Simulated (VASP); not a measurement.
Runs of VASP 6.6.1 on YbC. The structure is that of space group Pm-3m (No. 221), or close to it. The cells are those of the table. 

| level | spin | cell | k mesh | gap on the mesh (eV) | pressure (GPa) | moment (μB) |
| --- | --- | --- | --- | --- | --- | --- |
| PBE | collinear | a = 3.040 Å, 2 atoms | 6 × 6 × 6 | none | -0.4 | 0.08 |
| r2SCAN | collinear, ferromagnetic start | a = 3.062 Å, 2 atoms | 12 × 12 × 12 | none | -4.4 | 0.00 |
| PBE | collinear | a = 3.023 Å, 2 atoms | 6 × 6 × 6 | none | 2.0 | 0.08 |
| r2SCAN | collinear, ferromagnetic start | a = 3.026 Å, 2 atoms | 12 × 12 × 12 | none | (b) | 0.00 |
| r2SCAN | collinear, ferromagnetic start | a = 3.022 Å, 2 atoms | 12 × 12 × 12 | none | (c) | 0.00 |
| PBE | collinear, ferromagnetic start | a = 2.938 Å, 2 atoms | 6 × 6 × 6 | none | (a) | 0.07 |
| r2SCAN | collinear, ferromagnetic start | a = 3.040 Å, 2 atoms | 12 × 12 × 12 | none | -2.1 | 0.00 |

Alike in all rows: task single point; potentials or basis VASP PAW PBE potentials, release 64 (Yb, C); cutoff (eV) 520; smearing gaussian 0.05 eV.

Question: Fill in the values left out.

Answer: (a) 14.7; (b) -0.5; (c) 0.0.

Caveats: spin-orbit coupling is left out, which moves the levels of the heavy elements; the PAW data sets were made with another functional, which shifts forces and pressure a little (at least some runs); the cell stands under tension (at least some runs); the cell stands under pressure (at least some runs).

A k mesh can miss the band edges, and the runs leave out spin-orbit coupling on Yb.

A gap of «none» marks levels without a gap at the run's occupations.
